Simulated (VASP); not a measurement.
# KBr (P1) in VASP: single point with PBE

Aim: the single point of KBr with PBE.

Everything below comes from runs of VASP 6.6.1. Logs are shortened: lines on timing, memory, paths and dates and some standing lists are left out, and cuts for length are marked.

**1. The cell of the first run**

The typed cell holds 4 atoms: a = 5.242 Å, b = 5.220 Å, c = 9.143 Å, α = 107.23°, β = 89.22°, γ = 118.74°.

**2. Single point, PBE**

Input file INCAR:

```
SYSTEM = KBr
PREC = Accurate
ENCUT = 520
EDIFF = 1E-6
ISMEAR = 0
SIGMA = 0.1
LREAL = .False.
LASPH = .True.
NELM = 60
ALGO = Normal
ISIF = 2
LWAVE = .False.
LCHARG = .True.
GGA = PE
LELF = .True.
LVHAR = .True.
NBANDS = 24
```

Input file KPOINTS:

```
Automatic mesh
0
Gamma
  4 4 2
  0 0 0
```

Input file POSCAR:

```
KBr
1.0
   -2.6518804610     -4.5215242359      0.0796198985
    2.6114287621      1.4538345526      4.2791069694
   -7.9489256079      4.5181409330      0.0129899579
K Br
2 2
Direct
    0.3724726774      0.7468524635      0.1256824814
    0.8772443824      0.7477045754      0.6251427369
    0.5013359706      1.0005322508      0.4988953599
    0.9952168296      0.9974504303      0.9990360419
```

Potentials or basis: VASP PAW PBE potentials, release 64 (K_sv, Br).

Started as:

```
$ cat potpaw_PBE.64/K_sv/POTCAR potpaw_PBE.64/Br/POTCAR > POTCAR
$ mpirun -np 1 vasp_std > vasp.out
```

OUTCAR:

```text
SYSTEM = KBr
   PREC = Accurate
   ENCUT = 520
   EDIFF = 1E-6
   ISMEAR = 0
   LREAL = .False.
   LASPH = .True.
   NELM = 60
   ISIF = 2
   GGA = PE

 ion  position               nearest neighbor table
   1  0.372  0.747  0.126-   3 3.22   4 3.22   4 3.23   4 3.24
   2  0.877  0.748  0.625-   4 3.23   3 3.23   3 3.23   3 3.23
   3  0.501  0.001  0.499-   1 3.22   2 3.23   2 3.23   2 3.23
   4  0.995  0.997  0.999-   1 3.22   1 3.23   2 3.23   1 3.24

  LATTYP: Found a triclinic cell.
 ALAT       =     5.2424222191
 B/A-ratio  =     0.9956416456
 C/A-ratio  =     1.7591165307
 COS(alpha) =     0.0009957315
 COS(beta)  =     0.3097829371
 COS(gamma) =     0.4808662054

  Lattice vectors:

 A1 = (   2.6518804610,   4.5215242359,  -0.0796198985)
 A2 = (   2.6114287621,   1.4538345526,   4.2791069694)
 A3 = (   7.9893773068,  -1.4504512497,  -4.3717168258)

Analysis of symmetry for initial positions (statically):
=====================================================================
 Subroutine PRICEL returns:
 Original cell was already a primitive cell.

 Routine SETGRP: Setting up the symmetry group for a
 triclinic supercell.

 Subroutine GETGRP returns: Found  1 space group operations
 (whereof  1 operations were pure point group operations)
 out of a pool of  2 trial point group operations.

The static configuration has the point symmetry C_1 .

Analysis of symmetry for dynamics (positions and initial velocities):
=====================================================================
 Subroutine PRICEL returns:
 Original cell was already a primitive cell.

 Routine SETGRP: Setting up the symmetry group for a
 triclinic supercell.

 Subroutine GETGRP returns: Found  1 space group operations
 (whereof  1 operations were pure point group operations)
 out of a pool of  2 trial point group operations.

The dynamic configuration has the point symmetry C_1 .

 Subroutine INISYM returns: Found  1 space group operations
 (whereof  1 operations are pure point group operations),
 and found     1 'primitive' translations

----------------------------------------------------------------------------------------

                                     Primitive cell

  volume of cell :     207.0298

  direct lattice vectors                    reciprocal lattice vectors
    -2.651880461 -4.521524236  0.079619898    -0.093294431 -0.164460541  0.112810963
     2.611428762  1.453834553  4.279106969     0.002021296  0.002890622  0.231477981
    -7.948925608  4.518140933  0.012989958    -0.094014699  0.055816141  0.038411112

  length of vectors
     5.242422219  5.219573885  9.143258968     0.220175916  0.231504854  0.115886232

  position of ions in fractional coordinates (direct lattice)
     0.372472677  0.746852463  0.125682481
     0.877244382  0.747704575  0.625142737
     0.501335971  0.000532251  0.498895360
     0.995216830  0.997450430  0.999036042

  ion indices of the primitive-cell ions
   primitive index   ion index
                 1           1
                 2           2
                 3           3
                 4           4

----------------------------------------------------------------------------------------

 KPOINTS: Automatic mesh

Automatic generation of k-mesh.
 Grid dimensions read from file:
 generate k-points for:    4    4    2

 Generating k-lattice:

  Cartesian coordinates                     Fractional coordinates (reciprocal lattice)
    -0.023323608 -0.041115135  0.028202741     0.250000000  0.000000000 -0.000000000
     0.000505324  0.000722656  0.057869495    -0.000000000  0.250000000 -0.000000000
    -0.047007350  0.027908070  0.019205556     0.000000000 -0.000000000  0.500000000

  Length of vectors
     0.055043979  0.057876213  0.057943116

  Shift w.r.t. Gamma in fractional coordinates (k-lattice)
     0.000000000  0.000000000  0.000000000

 Subroutine IBZKPT returns following result:
 ===========================================

 Found     20 irreducible k-points:

 Following reciprocal coordinates:
            Coordinates               Weight
  0.000000  0.000000  0.000000      1.000000
  0.250000  0.000000  0.000000      2.000000
  0.500000  0.000000  0.000000      1.000000
 -0.000000  0.250000 -0.000000      2.000000
  0.250000  0.250000  0.000000      2.000000
  0.500000  0.250000 -0.000000      2.000000
[... 12 lines left out ...]
  0.250000  0.500000  0.500000      2.000000
  0.500000  0.500000  0.500000      1.000000
   k-points           NKPTS =     20   k-points in BZ     NKDIM =     20   number of bands    NBANDS=     24
   number of dos      NEDOS =    301   number of ions     NIONS =      4
   total plane-waves  NPLWV = 112000
   dimension x,y,z NGX =    40 NGY =   40 NGZ =   70
   dimension x,y,z NGXF=    80 NGYF=   80 NGZF=  140
   ions per type =               2   2
   NGX,Y,Z   is equivalent  to a cutoff of  12.68, 12.74, 12.73 a.u.
   NGXF,Y,Z  is equivalent  to a cutoff of  25.37, 25.48, 25.46 a.u.
 SYSTEM =  KBr
   PREC   = accura    normal or accurate (medium, high low for compatibility)
   ISTART =      0    job   : 0-new  1-cont  2-samecut
   ICHARG =      2    charge: 1-file 2-atom 10-const
   ISPIN  =      1    spin polarized calculation?
   LNONCOLLINEAR =      F non collinear calculations
   LSORBIT =      F    spin-orbit coupling
   LASPH  =      T    aspherical Exc in radial PAW
   ENCUT  =  520.0 eV  38.22 Ry    6.18 a.u.   9.75  9.70 17.00*2*pi/ulx,y,z
   NELM   =     60;   NELMIN=  2; NELMDL= -5     # of ELM steps
   EDIFF  = 0.1E-05   stopping-criterion for ELM
   LREAL  =      F    real-space projection
   EDIFFG = 0.1E-04   stopping-criterion for IOM
   NSW    =      0    number of steps for IOM
   IBRION =     -1    ionic relax: 0-MD 1-quasi-New 2-CG
   NFREE  =      0    steps in history (QN), initial steepest desc. (CG)
   ISIF   =      2    stress and relaxation
   ISYM   =      2    0-nonsym 1-usesym 2-fastsym
   POTIM  = 0.5000    time-step for ionic-motion
   TEBEG  =    0.0;   TEEND  =   0.0 temperature during run
   PSTRESS=    0.0 pullay stress
   NELECT =      32.0000    total number of electrons
   NUPDOWN=      -1.0000    fix difference up-down
   EMIN   =  10.00;   EMAX   =-10.00  energy-range for DOS
   EFERMI =   0.00;   METHOD = LEGACY
   ISMEAR =     0;   SIGMA  =   0.10  broadening in eV -4-tet -1-fermi 0-gaus
   EFERMI_NEDOS =   21; number of points for ismear=-14 and -15
   IALGO  =     38    algorithm
   IMIX   =      4    mixing-type and parameters
     AMIX     =   0.40;   BMIX     =  1.00
     AMIX_MAG =   1.60;   BMIX_MAG =  1.00
  volume/ion in A,a.u.               =      51.76       349.28
  Fermi-wavevector in a.u.,A,eV,Ry     =   0.878578  1.660273 10.502339  0.771900
  Thomas-Fermi vector in A             =   1.998684
   LORBIT       =      0    0 simple, 1 ext, 2 COOP (PROOUT), +10 PAW based schemes
   GGA     = PE    functional components
   LHFCALC =     F    Hartree Fock is set to
   AEXX    =    0.0000 exact exchange contribution
   IVDW    =     0    specifies the selected vdW correction
   LEPSILON=     F    determine dielectric tensor
   LRPA    =     F    only Hartree local field effects (RPA)
 non-spin polarized calculation
 Gauss-broadening in eV      SIGMA  =   0.10
  energy-cutoff  :      520.00
  volume of cell :      207.03
 maximum number of plane-waves:      5598
 NGX is ok and might be reduce to    40
   NGX = 19   NGY = 19   NGZ = 33

 number of electron      32.0000001 magnetization

 Free energy of the ion-electron system (eV)
  ---------------------------------------------------
  ext. energy  EPLUGINS =         0.00000000
  ---------------------------------------------------
  free energy    TOTEN  =       -12.07437067 eV

  energy without entropy =      -12.07437067  energy(sigma->0) =      -12.07437067

 E-fermi :  -2.6837     XC(G=0):  -5.8446

 val. band max:       -3.1786742253   @ k =   0.0000   0.0000   0.0000
 cond. band min:       1.0277188048   @ k =   0.0000   0.0000   0.0000
 fundamental gap:      4.2063930302
 Fermi energy:        -2.6837468837

 k-point     1 :       0.0000    0.0000    0.0000
  band No.  band energies     occupation
      1     -31.0735      2.00000
      2     -31.0696      2.00000
      3     -15.2571      2.00000
      4     -15.0607      2.00000
      5     -14.5725      2.00000
      6     -14.5699      2.00000
[... 16 lines left out ...]
     23       5.4512      0.00000
     24       6.2538      0.00000

 k-point     2 :       0.2500    0.0000    0.0000
  band No.  band energies     occupation
      1     -31.0730      2.00000
      2     -31.0693      2.00000
      3     -15.2809      2.00000
      4     -15.1697      2.00000
      5     -14.5826      2.00000
      6     -14.5744      2.00000
[... 16 lines left out ...]
     23       5.4927      0.00000
     24       5.6538      0.00000

 k-point     3 :       0.5000    0.0000    0.0000
  band No.  band energies     occupation
      1     -31.0726      2.00000
      2     -31.0689      2.00000
      3     -15.2815      2.00000
      4     -15.2748      2.00000
      5     -14.5812      2.00000
      6     -14.5796      2.00000
[... 16 lines left out ...]
     23       5.4875      0.00000
     24       5.4897      0.00000

 k-point     4 :      -0.0000    0.2500   -0.0000
  band No.  band energies     occupation
      1     -31.0730      2.00000
      2     -31.0693      2.00000
      3     -15.2769      2.00000
      4     -15.1724      2.00000
      5     -14.5807      2.00000
      6     -14.5743      2.00000
[... 16 lines left out ...]
     23       5.2812      0.00000
     24       5.4709      0.00000

 k-point     5 :       0.2500    0.2500    0.0000
  band No.  band energies     occupation
      1     -31.0726      2.00000
      2     -31.0689      2.00000
      3     -15.2919      2.00000
      4     -15.2602      2.00000
      5     -14.5838      2.00000
      6     -14.5799      2.00000
[... 16 lines left out ...]
     23       5.2529      0.00000
     24       5.5668      0.00000

 k-point     6 :       0.5000    0.2500   -0.0000
  band No.  band energies     occupation
      1     -31.0726      2.00000
      2     -31.0689      2.00000
      3     -15.2958      2.00000
      4     -15.2499      2.00000
      5     -14.5842      2.00000
      6     -14.5811      2.00000
[... 16 lines left out ...]
     23       5.4405      0.00000
     24       5.4552      0.00000
[... 271 lines left out ...]
 k-point    17 :      -0.2500    0.2500    0.5000
  band No.  band energies     occupation
      1     -31.0730      2.00000
      2     -31.0693      2.00000
      3     -15.2425      2.00000
      4     -15.2080      2.00000
      5     -14.5765      2.00000
      6     -14.5742      2.00000
[... 16 lines left out ...]
     23       5.2239      0.00000
     24       5.7179      0.00000

 k-point    18 :       0.0000    0.5000    0.5000
  band No.  band energies     occupation
      1     -31.0726      2.00000
      2     -31.0689      2.00000
      3     -15.2796      2.00000
      4     -15.2711      2.00000
      5     -14.5816      2.00000
      6     -14.5798      2.00000
[... 16 lines left out ...]
     23       5.4688      0.00000
     24       5.4717      0.00000

 k-point    19 :       0.2500    0.5000    0.5000
  band No.  band energies     occupation
      1     -31.0726      2.00000
      2     -31.0689      2.00000
      3     -15.2872      2.00000
      4     -15.2571      2.00000
      5     -14.5842      2.00000
      6     -14.5789      2.00000
[... 16 lines left out ...]
     23       5.2521      0.00000
     24       5.6039      0.00000

 k-point    20 :       0.5000    0.5000    0.5000
  band No.  band energies     occupation
      1     -31.0725      2.00000
      2     -31.0688      2.00000
      3     -15.2914      2.00000
      4     -15.2499      2.00000
      5     -14.5797      2.00000
      6     -14.5767      2.00000
[... 16 lines left out ...]
     23       5.6156      0.00000
     24       6.1492      0.00000

------------------------ aborting loop because EDIFF is reached ----------------------------------------

  FORCE on cell =-STRESS in cart. coord.  units (eV):
  Direction    XX          YY          ZZ          XY          YZ          ZX
  --------------------------------------------------------------------------------------
  -------------------------------------------------------------------------------------
  Total       -0.0170630     -0.0095052     -0.0823997      0.0056813      0.0158620      0.0189602
  in kB       -0.1320481     -0.0735592     -0.6376811      0.0439667      0.1227537      0.1467309
  external PRESSURE =      -0.2810961 kB  Pullay stress =       0.0000000 kB

 VOLUME and BASIS-vectors are now :
 -----------------------------------------------------------------------------
  energy-cutoff  :      520.00
  volume of cell :      207.03
      direct lattice vectors                 reciprocal lattice vectors
    -2.651880461 -4.521524236  0.079619898    -0.093294431 -0.164460541  0.112810963
     2.611428762  1.453834553  4.279106969     0.002021296  0.002890622  0.231477981
    -7.948925608  4.518140933  0.012989958    -0.094014699  0.055816141  0.038411112

 POSITION                                       TOTAL-FORCE (eV/Angst)
 -----------------------------------------------------------------------------------
     -0.03644     -0.03049      3.22715         0.007383     -0.001663     -0.011817
     -5.34298     -0.05496      3.27747         0.002560      0.001158      0.000371
     -5.29378     -0.01195      0.04867        -0.006896      0.003439      0.000606
     -7.97569      1.46402      4.36041        -0.003047     -0.002934      0.010840
 -----------------------------------------------------------------------------------
    total drift:                                0.000075      0.000139      0.000209

  FREE ENERGIE OF THE ION-ELECTRON SYSTEM (eV)
  ---------------------------------------------------
  free  energy   TOTEN  =       -12.0743706668 eV

  energy  without entropy=      -12.0743706668  energy(sigma->0) =      -12.07437067
```

It took 48 s on 1 thread of Intel Xeon 6975P-C (Granite Rapids), shared host; peak memory 0.36 GiB.

What came out:

```yaml
Free_energy: -12.0744 eV
Pressure: 0.0 GPa
Largest_force: 0.014 eV/Å
Band_gap_on_the_k_mesh: 4.21 eV
```

Forces on the atoms (eV/Å):
```
K    0.007 -0.002 -0.012
K    0.003  0.001  0.000
Br  -0.007  0.003  0.001
Br  -0.003 -0.003  0.011
```
